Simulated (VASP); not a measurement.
CaS, 2 atoms in the cell. It takes space group Fm-3m (No. 225, cubic). The conventional cell has a = 5.705 Å, b = 5.705 Å, c = 5.705 Å, α = 90.00°, β = 90.00°, γ = 90.00°. Within 3.8 Å of Ca (site symmetry m-3m) lie 6 S at 2.85 Å. Within 3.8 Å of S (site symmetry m-3m) lie 6 Ca at 2.85 Å. 

| Item | Value |
| --- | --- |
| Program | VASP 6.6.1 |
| Task | single point |
| Functional | PBE |
| Potentials or basis | VASP PAW PBE potentials, release 64 (Ca_sv, S) |
| Cutoff | 500 eV |
| k mesh | 4 × 4 × 4 |
| Occupations | gaussian, width 0.1 eV |
| Spin | no spin polarisation |
| Dipole correction | no |
| Further INCAR settings | ALGO = Normal; EDIFF = 1e-06; NBANDS = 15 |

Potentials or basis: VASP PAW PBE potentials, release 64 (Ca_sv, S).

Launch:

```console
$ cat potpaw_PBE.64/Ca_sv/POTCAR potpaw_PBE.64/S/POTCAR > POTCAR
$ mpirun -np 1 vasp_std > vasp.out
```

Hardware: 1 thread of Intel Xeon 8259CL, on a shared host.

Problem. How long does it take, and how much memory?

Solution. It took 16 s on 1 thread of Intel Xeon 8259CL (shared host), peak memory 0.16 GiB. Counts: scf iterations 12, k points 8.
